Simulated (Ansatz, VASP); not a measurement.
# Two plane-wave programs on HfSi

Contents of POSCAR:

```
HfSi
1.0
    2.9817508702      0.0000000000      0.0000000000
    0.0000000000      2.9817508702      0.0000000000
    0.0000000000      0.0000000000      3.9082234620
Hf Si
1 1
Direct
    0.5000000000      0.5000000000      0.5000000000
    0.0000000000      0.0000000000      0.0000000000
```

INCAR.step1

```
PREC = Accurate ; ENCUT = 600
ISMEAR = 0 ; SIGMA = 0.1
LREAL = False ; LASPH = True
NELM = 80 ; GGA = PE
ALGO = Normal ; EDIFF = 1E-4
LWAVE = True ; LCHARG = False
```

Contents of INCAR.step2:

```
PREC = Accurate ; ENCUT = 600
EDIFF = 1E-6 ; ISMEAR = 0
SIGMA = 0.1 ; LREAL = False
LASPH = True ; NELM = 80
ALGO = Normal ; ISIF = 3
LWAVE = False ; LCHARG = False
METAGGA = R2SCAN ; LMIXTAU = True
IBRION = 2 ; NSW = 100
EDIFFG = -0.01 ; ISTART = 1
```

KPOINTS

```
regular mesh
0
Gamma
  18 18 14
```

Input for Ansatz:

```yaml
crystal:
  lattice:
    - [2.9817508702, 0.0, 0.0]
    - [0.0, 2.9817508702, 0.0]
    - [0.0, 0.0, 3.908223462]
  atoms:
    - { symbol: Hf, position: [0.5, 0.5, 0.5] }
    - { symbol: Si, position: [0.0, 0.0, 0.0] }
basis:
  ecutwfc: 500
kpoints:
  mp_grid: { grid: [18, 18, 14] }
hamiltonian:
  xc: r2scan
scf:
  occupations: { method: gaussian, width: 0.1 }
output:
  forces: true
  stress: true
  eigenvalues: true
relax:
  adjacent_minimum: "off"
  f_tol: 0.01
  max_steps: 80
  cell: { stress_tol: 0.05 }
```

Alike in both runs: task relaxation of cell and atoms; functional r2SCAN; k mesh 18 × 18 × 14; occupations gaussian, width 0.1 eV; no spin polarisation.

|  | VASP | Ansatz |
| --- | --- | --- |
| version | VASP 6.6.1 | Ansatz 0.2.0 |
| potentials or method | VASP PAW PBE potentials, release 64 (Hf_pv, Si), cutoff 600 eV | scalar-relativistic, plane waves, PAW |
| valence electrons in the cell | 14 | 30 |

Ansatz gave:

| Quantity | Value |
| --- | --- |
| gap on the k mesh at the Fermi level, each at its own relaxed structure (eV) | none |
| relaxed volume (Å³/atom) | 17.07 |
| relaxed cell length with the largest relative difference (Å) | 2.969 |

Problem. What did VASP give for the same quantities?

Solution. gap on the k mesh at the Fermi level, each at its own relaxed structure (eV): none; relaxed volume (Å³/atom): 17.01; relaxed cell length with the largest relative difference (Å): 2.965.

VASP's potentials were made for PBE, not for r2SCAN. A gap of «none» marks a metal or a gap that the smearing closes. VASP's potentials hold 14 valence electrons a cell and Ansatz's 30, so a difference there can come from the potentials and not from the codes.

Neither program's run includes spin-orbit coupling.
